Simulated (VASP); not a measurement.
# MnSi (P2_13) in VASP: further runs

The runs below take MnSi through single point, with PBE.

All numbers are computed with VASP 6.6.1; they aren't measurements. Logs are shortened: lines on timing, memory, paths and dates and some standing lists are left out, and cuts for length are marked.

**1. The cell of the first run**

Symmetry: P2_13, No. 198, cubic system. Conventional cell: a = 4.548 Å, b = 4.548 Å, c = 4.548 Å, α = 90.00°, β = 90.00°, γ = 90.00°. Within 3.0 Å of Mn (site symmetry 3) lie 7 Si at 2.30 to 2.53 Å and 6 Mn at 2.79 Å. Within 3.0 Å of Si (site symmetry 3) lie 7 Mn at 2.30 to 2.53 Å and 6 Si at 2.81 Å.

**2. Single point, PBE, collinear spin, ferromagnetic start**

Input file INCAR:

```
ALGO = Normal
EDIFF = 1E-7
ENCUT = 520
GGA = PE
ISIF = 2
ISMEAR = -1
ISPIN = 2
LASPH = T
LCHARG = F
LMAXMIX = 4
LORBIT = 11
LREAL = F
LWAVE = F
MAGMOM = 1.35 1.35 1.35 1.35 0 0 0 0
NBANDS = 48
NELM = 150
NUPDOWN = 5.4
PREC = Accurate
SIGMA = 0.1
```

Input file KPOINTS:

```
k-points
0
Gamma
  5 5 5
```

Input file POSCAR:

```
MnSi
1.0
    4.5480000000      0.0000000000      0.0000000000
    0.0000000000      4.5480000000      0.0000000000
    0.0000000000      0.0000000000      4.5480000000
Mn Si
4 4
Direct
    0.1380000000      0.1380000000      0.1380000000
    0.3620000000      0.8620000000      0.6380000000
    0.6380000000      0.3620000000      0.8620000000
    0.8620000000      0.6380000000      0.3620000000
    0.8460000000      0.8460000000      0.8460000000
    0.6540000000      0.1540000000      0.3460000000
    0.3460000000      0.6540000000      0.1540000000
    0.1540000000      0.3460000000      0.6540000000
```

Potentials or basis: VASP PAW PBE potentials, release 64 (Mn_pv, Si).

Run with:

```bash
cat potpaw_PBE.64/Mn_pv/POTCAR potpaw_PBE.64/Si/POTCAR > POTCAR
mpirun -np 1 vasp_std > vasp.out
```

OUTCAR:

```text
EDIFF = 1E-7
   ENCUT = 520
   GGA = PE
   ISIF = 2
   ISMEAR = -1
   ISPIN = 2
   LASPH = T
   LORBIT = 11
   LREAL = F
   NELM = 150
   NUPDOWN = 5.4
   PREC = Accurate

 ion  position               nearest neighbor table
   1  0.138  0.138  0.138-   5 2.30   6 2.40   7 2.40   8 2.40   7 2.53   8 2.53   6 2.53   3 2.79
                             4 2.79   2 2.79   2 2.79   4 2.79   3 2.79
   2  0.362  0.862  0.638-   6 2.30   5 2.40   7 2.40   8 2.40   7 2.53   8 2.53   5 2.53   1 2.79
                             1 2.79   3 2.79   3 2.79   4 2.79   4 2.79
   3  0.638  0.362  0.862-   7 2.30   6 2.40   5 2.40   8 2.40   8 2.53   6 2.53   5 2.53   1 2.79
                             4 2.79   2 2.79   2 2.79   4 2.79   1 2.79
   4  0.862  0.638  0.362-   8 2.30   6 2.40   7 2.40   5 2.40   6 2.53   5 2.53   7 2.53   1 2.79
                             3 2.79   2 2.79   1 2.79   2 2.79   3 2.79
   5  0.846  0.846  0.846-   1 2.30   2 2.40   3 2.40   4 2.40   3 2.53   4 2.53   2 2.53   6 2.81
                             7 2.81   8 2.81   6 2.81   8 2.81   7 2.81
   6  0.654  0.154  0.346-   2 2.30   1 2.40   3 2.40   4 2.40   3 2.53   4 2.53   1 2.53   8 2.81
                             5 2.81   5 2.81   7 2.81   7 2.81   8 2.81
   7  0.346  0.654  0.154-   3 2.30   2 2.40   1 2.40   4 2.40   4 2.53   2 2.53   1 2.53   8 2.81
                             5 2.81   8 2.81   6 2.81   6 2.81   5 2.81
   8  0.154  0.346  0.654-   4 2.30   2 2.40   3 2.40   1 2.40   2 2.53   1 2.53   3 2.53   7 2.81
                             5 2.81   7 2.81   5 2.81   6 2.81   6 2.81

  LATTYP: Found a simple cubic cell.
 ALAT       =     4.5480000000

  Lattice vectors:

 A1 = (   4.5480000000,   0.0000000000,   0.0000000000)
 A2 = (   0.0000000000,   4.5480000000,   0.0000000000)
 A3 = (   0.0000000000,   0.0000000000,   4.5480000000)

Analysis of symmetry for initial positions (statically):
=====================================================================
 Subroutine PRICEL returns:
 Original cell was already a primitive cell.

 Routine SETGRP: Setting up the symmetry group for a
 simple cubic supercell.

 Subroutine GETGRP returns: Found 12 space group operations
 (whereof  3 operations were pure point group operations)
 out of a pool of 48 trial point group operations.

The static configuration has the point symmetry C_3 .
 The point group associated with its full space group is T   .

Analysis of symmetry for dynamics (positions and initial velocities):
=====================================================================
 Subroutine PRICEL returns:
 Original cell was already a primitive cell.

 Routine SETGRP: Setting up the symmetry group for a
 simple cubic supercell.

 Subroutine GETGRP returns: Found 12 space group operations
 (whereof  3 operations were pure point group operations)
 out of a pool of 48 trial point group operations.
[... 162 lines left out ...]

 E-fermi :  10.8858     XC(G=0): -12.7178

 val. band max:       11.0020420124   @ k =   0.2000   0.2000   0.0000
 cond. band min:      10.8995962457   @ k =  -0.2000   0.4000   0.0000
 fundamental gap:     -0.1024457668
 Fermi energy:        11.0680466877

 spin component 1

 k-point     1 :       0.0000    0.0000    0.0000
  band No.  band energies     occupation
      1     -37.6592      1.00000
      2     -37.6592      1.00000
      3     -37.6592      1.00000
      4     -37.6022      1.00000
      5     -37.6022      1.00000
      6     -37.6022      1.00000
[... 528 lines left out ...]
     45      16.3348      0.00000
     46      16.7651      0.00000
 Fermi energy:        10.8857785817

 spin component 2

 k-point     1 :       0.0000    0.0000    0.0000
  band No.  band energies     occupation
      1     -36.2174      1.00000
      2     -36.2174      1.00000
      3     -36.2174      1.00000
      4     -36.1354      1.00000
      5     -36.0520      1.00000
      6     -36.0520      1.00000
[... 528 lines left out ...]
     45      16.7803      0.00000
     46      17.0214      0.00000
 [bands above 46 left out]

------------------------ aborting loop because EDIFF is reached ----------------------------------------

  FORCE on cell =-STRESS in cart. coord.  units (eV):
  Direction    XX          YY          ZZ          XY          YZ          ZX
  --------------------------------------------------------------------------------------
  -------------------------------------------------------------------------------------
  Total       -0.9596194     -0.9596194     -0.9596194     -0.0000000     -0.0000000     -0.0000000
  in kB      -16.3436187    -16.3436187    -16.3436187     -0.0000000     -0.0000000     -0.0000000
  external PRESSURE =     -16.3436187 kB  Pullay stress =       0.0000000 kB

 VOLUME and BASIS-vectors are now :
 -----------------------------------------------------------------------------
  energy-cutoff  :      520.00
  volume of cell :       94.07
      direct lattice vectors                 reciprocal lattice vectors
     4.548000000  0.000000000  0.000000000     0.219876869  0.000000000  0.000000000
     0.000000000  4.548000000  0.000000000     0.000000000  0.219876869  0.000000000
     0.000000000  0.000000000  4.548000000     0.000000000  0.000000000  0.219876869

 POSITION                                       TOTAL-FORCE (eV/Angst)
 -----------------------------------------------------------------------------------
      0.62762      0.62762      0.62762        -0.042566     -0.042566     -0.042566
      1.64638      3.92038      2.90162         0.042566      0.042566     -0.042566
      2.90162      1.64638      3.92038        -0.042566      0.042566      0.042566
      3.92038      2.90162      1.64638         0.042566     -0.042566      0.042566
      3.84761      3.84761      3.84761        -0.055341     -0.055341     -0.055341
      2.97439      0.70039      1.57361         0.055341      0.055341     -0.055341
      1.57361      2.97439      0.70039        -0.055341      0.055341      0.055341
      0.70039      1.57361      2.97439         0.055341     -0.055341      0.055341
 -----------------------------------------------------------------------------------
    total drift:                               -0.000000     -0.000000      0.000000

  FREE ENERGIE OF THE ION-ELECTRON SYSTEM (eV)
  ---------------------------------------------------
  free  energy   TOTEN  =       -61.3900135862 eV

  energy  without entropy=      -61.1654365580  energy(sigma->0) =      -61.27772507

 total charge

# of ion       s       p       d       tot
------------------------------------------
    1        0.327   6.375   5.266  11.968
    2        0.327   6.375   5.266  11.968
    3        0.327   6.375   5.266  11.968
    4        0.327   6.375   5.266  11.968
    5        0.743   0.896   0.000   1.639
    6        0.743   0.896   0.000   1.639
    7        0.743   0.896   0.000   1.639
    8        0.743   0.896   0.000   1.639
--------------------------------------------------
tot          4.280  29.082  21.064  54.425

 magnetization (x)

# of ion       s       p       d       tot
------------------------------------------
    1        0.001   0.007   1.428   1.436
    2        0.001   0.007   1.428   1.436
    3        0.001   0.007   1.428   1.436
    4        0.001   0.007   1.428   1.436
    5       -0.018  -0.049   0.000  -0.067
    6       -0.018  -0.049   0.000  -0.067
    7       -0.018  -0.049   0.000  -0.067
    8       -0.018  -0.049   0.000  -0.067
--------------------------------------------------
tot         -0.067  -0.166   5.711   5.478
```

stdout:

```text
POSCAR found type information on POSCAR MnSi
 POSCAR found :  2 types and       8 ions
 scaLAPACK will be used
 LDA part: xc-table for (Slater+PW92), standard interpolation
 POSCAR, INCAR and KPOINTS ok, starting setup
 FFT: planning ... GRIDC
 FFT: planning ... GRID_SOFT
 FFT: planning ... GRID
 WAVECAR not read
 entering main loop
```

It took 70 s on 1 thread of Intel Xeon 6975P-C (Granite Rapids), shared host; peak memory 0.27 GiB.

Results:

| Quantity | Value |
| --- | --- |
| Free energy | -61.3900 eV |
| Pressure | -1.6 GPa |
| Largest force | 0.096 eV/Å |
| Net moment | 5.40 μB per cell |
| Site moments | Mn +1.44; Si -0.07 μB |
| Valence electrons inside the program's atomic spheres | Mn 11.97; Si 1.64 |

Forces on the atoms (eV/Å):
```
Mn  -0.043 -0.043 -0.043
Mn   0.043  0.043 -0.043
Mn  -0.043  0.043  0.043
Mn   0.043 -0.043  0.043
Si  -0.055 -0.055 -0.055
Si   0.055  0.055 -0.055
Si  -0.055  0.055  0.055
Si   0.055 -0.055  0.055
```

Caveat: the total moment is fixed, so each spin has its own Fermi level and the state may be an excited one.

**3. Single point, PBE, collinear spin, ferromagnetic start**

Input file INCAR:

```
ALGO = Normal ; EDIFF = 1E-6
ENCUT = 520 ; GGA = PE
ISIF = 2 ; ISMEAR = -1
ISPIN = 2 ; LASPH = True
LCHARG = False ; LMAXMIX = 4
LORBIT = 11 ; LREAL = False
LWAVE = False ; MAGMOM = 2.025 2.025 2.025 2.025 0 0 0 0
NBANDS = 48 ; NELM = 150
NUPDOWN = 8.1 ; PREC = Accurate
SIGMA = 0.1
```

KPOINTS is that of step 2.

POSCAR is that of step 2.

Potentials or basis: VASP PAW PBE potentials, release 64 (Mn_pv, Si).

Run with:

```bash
cat potpaw_PBE.64/Mn_pv/POTCAR potpaw_PBE.64/Si/POTCAR > POTCAR
mpirun -np 1 vasp_std > vasp.out
```

Run time: 55 s. Hardware: 1 thread of Intel Xeon 6975P-C (Granite Rapids), shared host; peak memory 0.26 GiB.

Results (log left out):

```
Free energy                                           : -60.9750 eV
Pressure                                              : 5.1 GPa
Largest force                                         : 0.273 eV/Å
Net moment                                            : 8.10 μB per cell
Site moments                                          : Mn +2.11; Si -0.08 μB
Valence electrons inside the program's atomic spheres : Mn 11.96; Si 1.65
```

Forces in eV/Å, atoms in the order of the input:
```
Mn   0.158  0.158  0.158
Mn  -0.158 -0.158  0.158
Mn   0.158 -0.158 -0.158
Mn  -0.158  0.158 -0.158
Si  -0.062 -0.062 -0.062
Si   0.062  0.062 -0.062
Si  -0.062  0.062  0.062
Si   0.062 -0.062  0.062
```

Caveat: the cell stands under pressure; the total moment is fixed, so each spin has its own Fermi level and the state may be an excited one.
